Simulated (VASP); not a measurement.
# O2 in VASP: settings compared

The runs below take O2 through single point, with PBE, LDA, PBEsol, r2SCAN.

Program: VASP 6.6.1. These are calculated values, not measurements. Logs are shortened: lines on timing, memory, paths and dates and some standing lists are left out, and cuts for length are marked.

## 1. The cell of the first run

The cell holds a molecule in a box, 2 atoms: a = 12.000 Å, b = 12.500 Å, c = 13.000 Å, α = 90.00°, β = 90.00°, γ = 90.00°.

## 2. Single point, PBE, collinear spin, ferromagnetic start

Input file INCAR:

```
SYSTEM = O
ALGO = Normal
EDIFF = 1E-6
ENCUT = 520
GGA = PE
ISIF = 2
ISMEAR = 0
ISPIN = 2
LASPH = .True.
LCHARG = .True.
LELF = .True.
LORBIT = 11
LREAL = .False.
LVHAR = .True.
LWAVE = .False.
MAGMOM = 1 1
NBANDS = 17
NELM = 150
NUPDOWN = 2.0
PREC = Accurate
SIGMA = 0.01
```

Input file KPOINTS:

```
k-points
0
Gamma
  1 1 1
  0 0 0
```

Input file POSCAR:

```
O
1.0
   12.0000000000      0.0000000000      0.0000000000
    0.0000000000     12.5000000000      0.0000000000
    0.0000000000      0.0000000000     13.0000000000
O
2
Direct
    0.4500000000      0.4700000000      0.4531163625
    0.4500000000      0.4700000000      0.5468836375
```

Potentials or basis: VASP PAW PBE potentials, release 64 (O).

Command:

```bash
> cat potpaw_PBE.64/O/POTCAR > POTCAR
> mpirun -np 1 vasp_gam > vasp.out
```

OUTCAR:

```text
SYSTEM = O
   EDIFF = 1E-6
   ENCUT = 520
   GGA = PE
   ISIF = 2
   ISMEAR = 0
   ISPIN = 2
   LASPH = .True.
   LORBIT = 11
   LREAL = .False.
   NELM = 150
   NUPDOWN = 2.0
   PREC = Accurate

 ion  position               nearest neighbor table
   1  0.450  0.470  0.453-   2 1.22
   2  0.450  0.470  0.547-   1 1.22

  LATTYP: Found a simple orthorhombic cell.
 ALAT       =    12.0000000000
 B/A-ratio  =     1.0416666667
 C/A-ratio  =     1.0833333333

  Lattice vectors:

 A1 = (  12.0000000000,   0.0000000000,   0.0000000000)
 A2 = (   0.0000000000,  12.5000000000,   0.0000000000)
 A3 = (   0.0000000000,   0.0000000000,  13.0000000000)

Analysis of symmetry for initial positions (statically):
=====================================================================
 Subroutine PRICEL returns:
 Original cell was already a primitive cell.

 Routine SETGRP: Setting up the symmetry group for a
 simple orthorhombic supercell.

 Subroutine GETGRP returns: Found  8 space group operations
 (whereof  2 operations were pure point group operations)
 out of a pool of  8 trial point group operations.

The static configuration has the point symmetry C_1h.
 The point group associated with its full space group is D_2h.

Analysis of symmetry for dynamics (positions and initial velocities):
=====================================================================
 Subroutine PRICEL returns:
 Original cell was already a primitive cell.

 Routine SETGRP: Setting up the symmetry group for a
 simple orthorhombic supercell.

 Subroutine GETGRP returns: Found  8 space group operations
 (whereof  2 operations were pure point group operations)
 out of a pool of  8 trial point group operations.

The dynamic configuration has the point symmetry C_1h.
 The point group associated with its full space group is D_2h.

Analysis of structural, dynamic, and magnetic symmetry:
=====================================================================
 Subroutine PRICEL returns:
 Original cell was already a primitive cell.

 Routine SETGRP: Setting up the symmetry group for a
 simple orthorhombic supercell.

 Subroutine GETGRP returns: Found  8 space group operations
 (whereof  2 operations were pure point group operations)
 out of a pool of  8 trial point group operations.

The overall configuration has the point symmetry C_1h.
 The point group associated with its full space group is D_2h.

 Subroutine INISYM returns: Found  8 space group operations
 (whereof  2 operations are pure point group operations),
 and found     1 'primitive' translations

----------------------------------------------------------------------------------------

                                     Primitive cell

  volume of cell :    1950.0000

  direct lattice vectors                    reciprocal lattice vectors
    12.000000000  0.000000000  0.000000000     0.083333333  0.000000000  0.000000000
     0.000000000 12.500000000  0.000000000     0.000000000  0.080000000  0.000000000
     0.000000000  0.000000000 13.000000000     0.000000000  0.000000000  0.076923077

  length of vectors
    12.000000000 12.500000000 13.000000000     0.083333333  0.080000000  0.076923077

  position of ions in fractional coordinates (direct lattice)
     0.450000000  0.470000000  0.453116362
     0.450000000  0.470000000  0.546883638

  ion indices of the primitive-cell ions
   primitive index   ion index
                 1           1
                 2           2

----------------------------------------------------------------------------------------

 KPOINTS: k-points

Automatic generation of k-mesh.
 Grid dimensions read from file:
 generate k-points for:    1    1    1

 Generating k-lattice:

  Cartesian coordinates                     Fractional coordinates (reciprocal lattice)
     0.083333333  0.000000000  0.000000000     1.000000000  0.000000000  0.000000000
     0.000000000  0.080000000  0.000000000     0.000000000  1.000000000  0.000000000
     0.000000000  0.000000000  0.076923077     0.000000000  0.000000000  1.000000000

  Length of vectors
     0.083333333  0.080000000  0.076923077

  Shift w.r.t. Gamma in fractional coordinates (k-lattice)
     0.000000000  0.000000000  0.000000000

 Subroutine IBZKPT returns following result:
 ===========================================

 Found      1 irreducible k-points:

 Following reciprocal coordinates:
            Coordinates               Weight
  0.000000  0.000000  0.000000      1.000000
   k-points           NKPTS =      1   k-points in BZ     NKDIM =      1   number of bands    NBANDS=     17
   number of dos      NEDOS =    301   number of ions     NIONS =      2
   total plane-waves  NPLWV = 846720
   dimension x,y,z NGX =    90 NGY =   96 NGZ =   98
   dimension x,y,z NGXF=   180 NGYF=  192 NGZF=  196
   ions per type =               2
   NGX,Y,Z   is equivalent  to a cutoff of  12.47, 12.77, 12.53 a.u.
   NGXF,Y,Z  is equivalent  to a cutoff of  24.94, 25.54, 25.06 a.u.
 SYSTEM =  O
   PREC   = accura    normal or accurate (medium, high low for compatibility)
   ISTART =      0    job   : 0-new  1-cont  2-samecut
   ICHARG =      2    charge: 1-file 2-atom 10-const
   ISPIN  =      2    spin polarized calculation?
   LNONCOLLINEAR =      F non collinear calculations
   LSORBIT =      F    spin-orbit coupling
   LASPH  =      T    aspherical Exc in radial PAW
   ENCUT  =  520.0 eV  38.22 Ry    6.18 a.u.  22.31 23.24 24.17*2*pi/ulx,y,z
   NELM   =    150;   NELMIN=  2; NELMDL= -5     # of ELM steps
   EDIFF  = 0.1E-05   stopping-criterion for ELM
   LREAL  =      F    real-space projection
   EDIFFG = 0.1E-04   stopping-criterion for IOM
   NSW    =      0    number of steps for IOM
   IBRION =     -1    ionic relax: 0-MD 1-quasi-New 2-CG
   NFREE  =      0    steps in history (QN), initial steepest desc. (CG)
   ISIF   =      2    stress and relaxation
   ISYM   =      2    0-nonsym 1-usesym 2-fastsym
   POTIM  = 0.5000    time-step for ionic-motion
   TEBEG  =    0.0;   TEEND  =   0.0 temperature during run
   PSTRESS=    0.0 pullay stress
   NELECT =      12.0000    total number of electrons
   NUPDOWN=       2.0000    fix difference up-down
   EMIN   =  10.00;   EMAX   =-10.00  energy-range for DOS
   EFERMI =   0.00;   METHOD = LEGACY
   ISMEAR =     0;   SIGMA  =   0.01  broadening in eV -4-tet -1-fermi 0-gaus
   EFERMI_NEDOS =   21; number of points for ismear=-14 and -15
   IALGO  =     38    algorithm
   IMIX   =      4    mixing-type and parameters
     AMIX     =   0.40;   BMIX     =  1.00
     AMIX_MAG =   1.60;   BMIX_MAG =  1.00
  volume/ion in A,a.u.               =     975.00      6579.62
  Fermi-wavevector in a.u.,A,eV,Ry     =   0.300002  0.566921  1.224538  0.090001
  Thomas-Fermi vector in A             =   1.167927
   LORBIT       =     11    0 simple, 1 ext, 2 COOP (PROOUT), +10 PAW based schemes
   GGA     = PE    functional components
   LHFCALC =     F    Hartree Fock is set to
   AEXX    =    0.0000 exact exchange contribution
   IVDW    =     0    specifies the selected vdW correction
   LEPSILON=     F    determine dielectric tensor
   LRPA    =     F    only Hartree local field effects (RPA)
 spin polarized calculation
 Gauss-broadening in eV      SIGMA  =   0.01
  energy-cutoff  :      520.00
  volume of cell :     1950.00
 maximum number of plane-waves:     26244
 NGX is ok and might be reduce to    90
   NGX = 45   NGY = 47   NGZ = 49

 number of electron      11.9999994 magnetization       1.9999996

 Free energy of the ion-electron system (eV)
  ---------------------------------------------------
  ext. energy  EPLUGINS =         0.00000000
  ---------------------------------------------------
  free energy    TOTEN  =        -9.87703361 eV

  energy without entropy =       -9.87703361  energy(sigma->0) =       -9.87703361

 E-fermi : -11.4684     XC(G=0):  -0.3008

 val. band max:       -6.8514729118   @ k =   0.0000   0.0000   0.0000
 cond. band min:      -4.5441327472   @ k =   0.0000   0.0000   0.0000
 fundamental gap:      2.3073401646
 Fermi energy:        -6.7893983855

 spin component 1

 k-point     1 :       0.0000    0.0000    0.0000
  band No.  band energies     occupation
      1     -32.7911      1.00000
      2     -20.5172      1.00000
      3     -13.4114      1.00000
      4     -13.3992      1.00000
      5     -13.3992      1.00000
      6      -6.8515      1.00000
      7      -6.8515      1.00000
      8      -0.2495      0.00000
      9       0.5196      0.00000
     10       0.5758      0.00000
     11       0.7378      0.00000
     12       0.8002      0.00000
     13       0.9219      0.00000
     14       1.0126      0.00000
     15       1.3904      0.00000
     16       1.5965      0.00000
     17       1.6387      0.00000
 Fermi energy:       -11.4683805773

 spin component 2

 k-point     1 :       0.0000    0.0000    0.0000
  band No.  band energies     occupation
      1     -31.5872      1.00000
      2     -18.7221      1.00000
      3     -12.5068      1.00000
      4     -11.5361      1.00000
      5     -11.5360      1.00000
      6      -4.5441      0.00000
      7      -4.5441      0.00000
      8      -0.1544      0.00000
      9       0.6477      0.00000
     10       0.6838      0.00000
     11       0.8189      0.00000
     12       0.8878      0.00000
     13       0.9422      0.00000
     14       1.0323      0.00000
     15       1.5082      0.00000
     16       1.6530      0.00000
     17       1.6977      0.00000

------------------------ aborting loop because EDIFF is reached ----------------------------------------

  FORCE on cell =-STRESS in cart. coord.  units (eV):
  Direction    XX          YY          ZZ          XY          YZ          ZX
  --------------------------------------------------------------------------------------
  -------------------------------------------------------------------------------------
  Total       -0.0688442     -0.0684813      1.2417576      0.0000000      0.0000000      0.0000000
  in kB       -0.0565644     -0.0562663      1.0202646      0.0000000      0.0000000      0.0000000
  external PRESSURE =       0.3024780 kB  Pullay stress =       0.0000000 kB

 VOLUME and BASIS-vectors are now :
 -----------------------------------------------------------------------------
  energy-cutoff  :      520.00
  volume of cell :     1950.00
      direct lattice vectors                 reciprocal lattice vectors
    12.000000000  0.000000000  0.000000000     0.083333333  0.000000000  0.000000000
     0.000000000 12.500000000  0.000000000     0.000000000  0.080000000  0.000000000
     0.000000000  0.000000000 13.000000000     0.000000000  0.000000000  0.076923077

 POSITION                                       TOTAL-FORCE (eV/Angst)
 -----------------------------------------------------------------------------------
      5.40000      5.87500      5.89051         0.000000      0.000000     -1.080768
      5.40000      5.87500      7.10949         0.000000      0.000000      1.080768
 -----------------------------------------------------------------------------------
    total drift:                                0.000000      0.000102      0.000001

  FREE ENERGIE OF THE ION-ELECTRON SYSTEM (eV)
  ---------------------------------------------------
  free  energy   TOTEN  =        -9.8770336055 eV

  energy  without entropy=       -9.8770336055  energy(sigma->0) =       -9.87703361

 total charge

# of ion       s       p       d       tot
------------------------------------------
    1        1.612   3.297   0.000   4.909
    2        1.612   3.297   0.000   4.909
--------------------------------------------------
tot          3.223   6.594   0.000   9.817

 magnetization (x)

# of ion       s       p       d       tot
------------------------------------------
    1        0.010   0.798   0.000   0.809
    2        0.010   0.798   0.000   0.809
--------------------------------------------------
tot          0.020   1.597   0.000   1.617
```

Wall time 3.9 min (1 thread of Intel Xeon Platinum 8488C (Sapphire Rapids), shared host); peak memory 1.8 GiB.

Results:

| Item | Value |
| --- | --- |
| Free energy | -9.8770 eV |
| Largest force | 1.081 eV/Å |
| Net moment | 2.00 μB per cell |
| Site moments | O +0.81 μB |
| Valence electrons inside the program's atomic spheres | O 4.91 |

Forces on the atoms (eV/Å):
```
O    0.000  0.000 -1.081
O    0.000  0.000  1.081
```

Caveat: the standard files for N, O and F lose accuracy on very short bonds; the total moment is fixed, so each spin has its own Fermi level.

## 3. Single point, LDA, collinear spin, ferromagnetic start

Input file INCAR:

```
PREC = Accurate ; ENCUT = 520
EDIFF = 1E-7 ; ISMEAR = 0
SIGMA = 0.01 ; LREAL = False
LASPH = True ; NELM = 150
ALGO = Normal ; ISIF = 2
LWAVE = False ; LCHARG = True
ISPIN = 2 ; MAGMOM = 1 1
LORBIT = 11 ; NUPDOWN = 2.0
GGA = CA ; LELF = True
LVHAR = True ; NBANDS = 17
```

Input file KPOINTS:

```
regular mesh
0
Gamma
  1 1 1
```

Input file POSCAR:

```
O
1.0
   12.0000000000      0.0000000000      0.0000000000
    0.0000000000     12.5000000000      0.0000000000
    0.0000000000      0.0000000000     13.0000000000
O
2
Direct
    0.4500000000      0.4700000000      0.4538277090
    0.4500000000      0.4700000000      0.5461722910
```

Potentials or basis: VASP PAW LDA potentials, release 64 (O).

Command:

```bash
> cat potpaw_LDA.64/O/POTCAR > POTCAR
> mpirun -np 1 vasp_gam > vasp.out
```

It took 2.4 min on 1 thread of Intel Xeon Platinum 8488C (Sapphire Rapids), shared host; peak memory 1.1 GiB.

It converged, with:

| Property | Result |
| --- | --- |
| Free energy | -10.4590 eV |
| Largest force | 1.725 eV/Å |
| Net moment | 2.00 μB per cell |
| Site moments | O +0.80 μB |
| Valence electrons inside the program's atomic spheres | O 4.92 |

Forces in eV/Å, atoms in the order of the input:
```
O    0.000  0.000 -1.725
O    0.000  0.000  1.725
```

Caveat: the standard files for N, O and F lose accuracy on very short bonds; the total moment is fixed, so each spin has its own Fermi level.

(Part 1 of 2 ends here.)
